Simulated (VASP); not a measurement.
The system is MoSe.

```
Mo Se
1.0
     3.39050    0.00000    0.00000
    -1.69525    2.93626    0.00000
     0.00000    0.00000    6.57450
Mo Se
2 2
Direct
  0.00000 0.00000 0.00000
  0.00000 0.00000 0.50000
  0.33333 0.66667 0.25000
  0.66667 0.33333 0.75000
```

```yaml
Program: VASP 6.6.1
Task: relaxation of cell and atoms
Functional: PBEsol
Potentials_or_basis: VASP PAW PBE potentials, release 64 (Mo_sv, Se)
Cutoff: 600 eV
k_mesh: 12 × 12 × 6
Occupations: gaussian, width 0.1 eV
Spin: no spin polarisation
```

At the start: pressure 0.7 GPa; volume 16.36 Å³/atom.

Q: How do energy, volume and symmetry change on relaxing?

A: Over 16 steps the energy falls by 19.5 meV/atom and the volume is 16.08 Å³/atom (-1.7 %); space group P6_3/mmc (No. 194, to 0.1 Å) before and after.

The path:
| step | energy change (eV) | largest force (eV/Å) | pressure (GPa) | volume (Å³) |
| --- | --- | --- | --- | --- |
| 1 | 0.0000 | 0.0000 | 0.72 | 65.45 |
| 2 | -0.0121 | 0.0000 | -1.71 | 66.14 |
| 3 | -0.0123 | 0.0000 | -2.09 | 66.25 |
| 4 | -0.0217 | 0.0000 | -1.44 | 65.91 |
| 5 | -0.0463 | 0.0000 | 0.61 | 64.84 |
| 6 | -0.0496 | 0.0000 | 5.46 | 62.62 |
| 7 | -0.0602 | 0.0000 | 2.84 | 63.77 |
| 8 | -0.0605 | 0.0000 | 3.61 | 63.42 |
| 9 | -0.0639 | 0.0000 | 3.48 | 63.38 |
| 10 | -0.0675 | 0.0000 | 3.17 | 63.26 |
| 11 | -0.0714 | 0.0000 | 2.50 | 63.48 |
| 12 | -0.0778 | 0.0000 | 0.54 | 64.15 |
| 13 | -0.0781 | 0.0000 | -0.01 | 64.35 |
| 14 | -0.0781 | 0.0000 | -0.07 | 64.37 |
| 15 | -0.0781 | 0.0000 | -0.07 | 64.36 |
| 16 | -0.0782 | 0.0000 | 0.03 | 64.34 |

Final structure:
```
CELL_PARAMETERS angstrom
3.22881 0.00000 0.00000
-1.61441 2.79623 0.00000
0.00000 0.00000 7.12582
ATOMIC_POSITIONS crystal
Mo 0.00000 0.00000 0.00000
Mo 0.00000 0.00000 0.50000
Se 0.33333 0.66667 0.25000
Se 0.66667 0.33333 0.75000
```

Caveat: the highest band is partly filled, so the run has too few bands; the PAW data sets were made with another functional, which shifts forces and pressure a little.
